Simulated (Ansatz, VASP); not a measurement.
**YHg2: VASP beside Ansatz**

```
CELL_PARAMETERS angstrom
4.77100 0.00000 0.00000
-2.38550 4.13181 0.00000
0.00000 0.00000 3.60672
ATOMIC_POSITIONS crystal
Y 0.00000 0.00000 0.00000
Hg 0.33333 0.66667 0.50000
Hg 0.66667 0.33333 0.50000
```

Change from the starting cell: zz strain of +2 %.

Alike in both runs: task single point; functional PBEsol; k mesh 10 × 10 × 12; occupations fermi-dirac, width 0.03 eV; no spin polarisation.

|  | VASP | Ansatz |
| --- | --- | --- |
| version | VASP 6.6.1 | Ansatz 0.2.0 |
| potentials or method | VASP PAW PBE potentials, release 64 (Y_sv, Hg), cutoff 520 eV | all-electron LAPW, scalar-relativistic |

VASP gave:

| Item | Value |
| --- | --- |
| pressure (GPa) | -0.3 |
| traceless stress, the component that is largest in VASP (GPa) | -2.86 |

Q: Estimate Ansatz's values.

A: Pressure (GPa): -0.7; traceless stress, the component that is largest in VASP (GPa): -2.56.

VASP's potentials were made for PBE, not for PBEsol. Ansatz ran all-electron here, and VASP with PAW potentials.

Spin-orbit coupling is off throughout.
